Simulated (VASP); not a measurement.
# AlN (P6_3mc) in VASP: single point with PBE

Aim: the single point of AlN with PBE.

Program: VASP 6.6.1. These are calculated values, not measurements. Logs are shortened: lines on timing, memory, paths and dates and some standing lists are left out, and cuts for length are marked.

### 1 The cell of the first run

It takes space group P6_3mc (No. 186, hexagonal). Conventional cell: a = 3.130 Å, b = 3.130 Å, c = 5.017 Å, α = 90.00°, β = 90.00°, γ = 120.00°. Within 2.5 Å of Al (site symmetry 3m) lie 4 N at 1.90 to 1.91 Å. Within 2.5 Å of N (site symmetry 3m) lie 4 Al at 1.90 to 1.91 Å.

### 2 Single point, PBE

File INCAR:

```
SYSTEM = AlN
ALGO = Normal
EDIFF = 1E-6
ENCUT = 520
GGA = PE
ISIF = 2
ISMEAR = 0
LASPH = .TRUE.
LCHARG = .TRUE.
LELF = .TRUE.
LREAL = .FALSE.
LVHAR = .TRUE.
LWAVE = .FALSE.
NBANDS = 16
NELM = 60
PREC = Accurate
SIGMA = 0.01
```

File KPOINTS:

```
k-points
0
G
  8 8 4
  0 0 0
```

File POSCAR:

```
AlN
1.0
    3.1297803120      0.0000000000      0.0000000000
   -1.5648901560      2.7104692584      0.0000000000
    0.0000000000      0.0000000000      5.0171658134
Al N
2 2
Direct
    0.3333333333      0.6666666667      0.0002284478
    0.6666666667      0.3333333333      0.5002284478
    0.3333333333      0.6666666667      0.3817715522
    0.6666666667      0.3333333333      0.8817715522
```

Potentials or basis: VASP PAW PBE potentials, release 64 (Al, N).

On the command line:

```sh
$ cat potpaw_PBE.64/Al/POTCAR potpaw_PBE.64/N/POTCAR > POTCAR
$ mpirun -np 1 vasp_std > vasp.out
```

OUTCAR:

```text
SYSTEM = AlN
   EDIFF = 1E-6
   ENCUT = 520
   GGA = PE
   ISIF = 2
   ISMEAR = 0
   LASPH = .TRUE.
   LREAL = .FALSE.
   NELM = 60
   PREC = Accurate

 ion  position               nearest neighbor table
   1  0.333  0.667  0.000-   4 1.90   4 1.90   4 1.90   3 1.91   2 3.09   2 3.09   2 3.09   2 3.09
                             2 3.09   2 3.09
   2  0.667  0.333  0.500-   3 1.90   3 1.90   3 1.90   4 1.91   1 3.09   1 3.09   1 3.09   1 3.09
                             1 3.09   1 3.09
   3  0.333  0.667  0.382-   2 1.90   2 1.90   2 1.90   1 1.91
   4  0.667  0.333  0.882-   1 1.90   1 1.90   1 1.90   2 1.91

  LATTYP: Found a hexagonal cell.
 ALAT       =     3.1297803120
 C/A-ratio  =     1.6030408889

  Lattice vectors:

 A1 = (   3.1297803120,   0.0000000000,   0.0000000000)
 A2 = (  -1.5648901560,   2.7104692584,   0.0000000000)
 A3 = (   0.0000000000,   0.0000000000,   5.0171658134)

Analysis of symmetry for initial positions (statically):
=====================================================================
 Subroutine PRICEL returns:
 Original cell was already a primitive cell.

 Routine SETGRP: Setting up the symmetry group for a
 hexagonal supercell.

 Subroutine GETGRP returns: Found 12 space group operations
 (whereof  6 operations were pure point group operations)
 out of a pool of 24 trial point group operations.

The static configuration has the point symmetry C_3v.
 The point group associated with its full space group is C_6v.

Analysis of symmetry for dynamics (positions and initial velocities):
=====================================================================
 Subroutine PRICEL returns:
 Original cell was already a primitive cell.

 Routine SETGRP: Setting up the symmetry group for a
 hexagonal supercell.

 Subroutine GETGRP returns: Found 12 space group operations
 (whereof  6 operations were pure point group operations)
 out of a pool of 24 trial point group operations.

The dynamic configuration has the point symmetry C_3v.
 The point group associated with its full space group is C_6v.

 Subroutine INISYM returns: Found 12 space group operations
 (whereof  6 operations are pure point group operations),
 and found     1 'primitive' translations

[... 92 lines left out ...]
   ISPIN  =      1    spin polarized calculation?
   LNONCOLLINEAR =      F non collinear calculations
   LSORBIT =      F    spin-orbit coupling
   LASPH  =      T    aspherical Exc in radial PAW
   ENCUT  =  520.0 eV  38.22 Ry    6.18 a.u.   5.82  5.82  9.33*2*pi/ulx,y,z
   NELM   =     60;   NELMIN=  2; NELMDL= -5     # of ELM steps
   EDIFF  = 0.1E-05   stopping-criterion for ELM
   LREAL  =      F    real-space projection
   EDIFFG = 0.1E-04   stopping-criterion for IOM
   NSW    =      0    number of steps for IOM
   IBRION =     -1    ionic relax: 0-MD 1-quasi-New 2-CG
   NFREE  =      0    steps in history (QN), initial steepest desc. (CG)
   ISIF   =      2    stress and relaxation
   ISYM   =      2    0-nonsym 1-usesym 2-fastsym
   POTIM  = 0.5000    time-step for ionic-motion
   TEBEG  =    0.0;   TEEND  =   0.0 temperature during run
   PSTRESS=    0.0 pullay stress
   NELECT =      16.0000    total number of electrons
   NUPDOWN=      -1.0000    fix difference up-down
   EMIN   =  10.00;   EMAX   =-10.00  energy-range for DOS
   EFERMI =   0.00;   METHOD = LEGACY
   ISMEAR =     0;   SIGMA  =   0.01  broadening in eV -4-tet -1-fermi 0-gaus
   EFERMI_NEDOS =   21; number of points for ismear=-14 and -15
   IALGO  =     38    algorithm
   IMIX   =      4    mixing-type and parameters
     AMIX     =   0.40;   BMIX     =  1.00
     AMIX_MAG =   1.60;   BMIX_MAG =  1.00
  volume/ion in A,a.u.               =      10.64        71.80
  Fermi-wavevector in a.u.,A,eV,Ry     =   1.181524  2.232757 18.993720  1.395999
  Thomas-Fermi vector in A             =   2.317796
   LORBIT       =      0    0 simple, 1 ext, 2 COOP (PROOUT), +10 PAW based schemes
   GGA     = PE    functional components
   LHFCALC =     F    Hartree Fock is set to
   AEXX    =    0.0000 exact exchange contribution
   IVDW    =     0    specifies the selected vdW correction
   LEPSILON=     F    determine dielectric tensor
   LRPA    =     F    only Hartree local field effects (RPA)
 non-spin polarized calculation
 Gauss-broadening in eV      SIGMA  =   0.01
  energy-cutoff  :      520.00
  volume of cell :       42.56
 maximum number of plane-waves:      1170
 NGX is ok and might be reduce to    24
   NGX = 11   NGY = 11   NGZ = 19

 number of electron      15.9999998 magnetization

 Free energy of the ion-electron system (eV)
  ---------------------------------------------------
  ext. energy  EPLUGINS =         0.00000000
  ---------------------------------------------------
  free energy    TOTEN  =       -29.78045812 eV

  energy without entropy =      -29.78045812  energy(sigma->0) =      -29.78045812

 E-fermi :   6.0222     XC(G=0): -10.8288

 val. band max:        5.9686555455   @ k =   0.0000   0.0000   0.0000
 cond. band min:      10.0157518813   @ k =   0.0000   0.0000   0.0000
 fundamental gap:      4.0470963358
 Fermi energy:         6.0221776795

 k-point     1 :       0.0000    0.0000    0.0000
  band No.  band energies     occupation
      1      -9.1016      2.00000
      2      -7.0174      2.00000
      3       0.0612      2.00000
      4       5.1229      2.00000
      5       5.1229      2.00000
      6       5.7656      2.00000
[... 433 lines left out ...]
      3       0.9416      2.00000
      4       0.9416      2.00000
      5       4.4957      2.00000
      6       4.4957      2.00000
[... 8 lines left out ...]
     15      19.0430      0.00000
     16      19.0430      0.00000

 [... further k-points ...]
[... 5 lines left out ...]
  --------------------------------------------------------------------------------------
  -------------------------------------------------------------------------------------
  Total       -0.0492897     -0.0492897     -0.0339221      0.0000000      0.0000000      0.0000000
  in kB       -1.8554519     -1.8554519     -1.2769566      0.0000000      0.0000000      0.0000000
  external PRESSURE =      -1.6626201 kB  Pullay stress =       0.0000000 kB

 VOLUME and BASIS-vectors are now :
 -----------------------------------------------------------------------------
  energy-cutoff  :      520.00
  volume of cell :       42.56
      direct lattice vectors                 reciprocal lattice vectors
     3.129780312  0.000000000  0.000000000     0.319511244  0.184469903  0.000000000
    -1.564890156  2.710469258  0.000000000     0.000000000  0.368939805  0.000000000
     0.000000000  0.000000000  5.017165813     0.000000000  0.000000000  0.199315717

 POSITION                                       TOTAL-FORCE (eV/Angst)
 -----------------------------------------------------------------------------------
     -0.00000      1.80698      0.00115        -0.000000     -0.000000      0.000370
      1.56489      0.90349      2.50973        -0.000000      0.000000      0.000370
     -0.00000      1.80698      1.91541        -0.000000      0.000000     -0.000370
      1.56489      0.90349      4.42399         0.000000     -0.000000     -0.000370
 -----------------------------------------------------------------------------------
    total drift:                               -0.000000      0.000000      0.000592

  FREE ENERGIE OF THE ION-ELECTRON SYSTEM (eV)
  ---------------------------------------------------
  free  energy   TOTEN  =       -29.7804581233 eV

  energy  without entropy=      -29.7804581233  energy(sigma->0) =      -29.78045812
```

stdout:

```text
POSCAR found type information on POSCAR AlN
 POSCAR found :  2 types and       4 ions
 scaLAPACK will be used
 LDA part: xc-table for (Slater+PW92), standard interpolation
 POSCAR, INCAR and KPOINTS ok, starting setup
 FFT: planning ... GRIDC
 FFT: planning ... GRID_SOFT
 FFT: planning ... GRID
 WAVECAR not read
 entering main loop
```

Run time: 22 s. Hardware: 1 thread of AMD EPYC 7R43 (Zen 3), shared host; peak memory 0.12 GiB.

What came out:

```
Free energy            : -29.7805 eV
Pressure               : -0.2 GPa
Band gap on the k mesh : 4.05 eV, direct
```
